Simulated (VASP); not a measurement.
Set up this calculation in VASP 6.6.1, as the native input.

| Quantity | Value |
| --- | --- |
| Task | single point |
| Functional | PBE |
| Potentials or basis | VASP PAW PBE potentials, release 64 (Gd, N) |
| Cutoff | 520 eV |
| k mesh | 10 × 10 × 5 |
| Occupations | gaussian, width 0.05 eV |
| Spin | collinear spin, antiferromagnetic start |
| Starting moments | [7.0, -7.0, 0.0, 0.0] μB |
| Hubbard terms | Gd f U = 6.0 eV |
| Dipole correction | no |
| Further INCAR settings | ALGO = Normal; EDIFF = 1e-06; NBANDS = 35 |

The structure of GdN lies in POSCAR:

```
GdN
1.0
    0.0000000000      2.4994985661      2.4994985661
    2.4994985661      0.0000000000      2.4994985661
    4.9989971322      4.9989971322      0.0000000000
Gd N
2 2
Direct
    0.5000000000      0.5000000000      0.2500000000
    0.5000000000      0.5000000000      0.7500000000
    0.0000000000      0.0000000000      0.0000000000
    0.0000000000      0.0000000000      0.5000000000
```

One way to write it, as run:

INCAR

```
SYSTEM = GdN
  PREC = Accurate
  ENCUT = 520
  EDIFF = 1E-6
  ISMEAR = 0
  SIGMA = 0.05
  LREAL = .False.
  LASPH = .True.
  NELM = 150
  ALGO = Normal
  ISIF = 2
  LWAVE = .False.
  LCHARG = .True.
  ISPIN = 2
  MAGMOM = 7 -7 0 0
  LORBIT = 11
  LMAXMIX = 6
  LDAU = .True.
  LDAUTYPE = 2
  LDAUL = 3 -1
  LDAUU = 6 0
  LDAUJ = 0 0
  LDAUPRINT = 1
  GGA = PE
  LELF = .True.
  LVHAR = .True.
  NBANDS = 35
```

KPOINTS

```
regular mesh
0
Gamma
  10 10 5
  0 0 0
```

Potentials or basis: VASP PAW PBE potentials, release 64 (Gd, N).

Launch:

```sh
$ cat potpaw_PBE.64/Gd/POTCAR potpaw_PBE.64/N/POTCAR > POTCAR
$ mpirun -np 1 vasp_std > vasp.out
```

It gave:

The pressure is 0.7 GPa. The band gap on the k mesh is 0.08 eV and the net moment is 0.00 μB per cell. The site moments are Gd +6.86, -6.86; N +0.00 μB. The valence electrons inside the program's atomic spheres are Gd 15.21; N 3.63.

Caveat: the antiferromagnetic order is the one typed at the start, and another may lie lower; semilocal functionals underestimate gaps, and a narrow one can read as zero; spin-orbit coupling is left out, which moves the levels of the heavy elements.

It took 29 min on 1 thread of AMD EPYC 7R13 (shared host), peak memory 0.35 GiB.
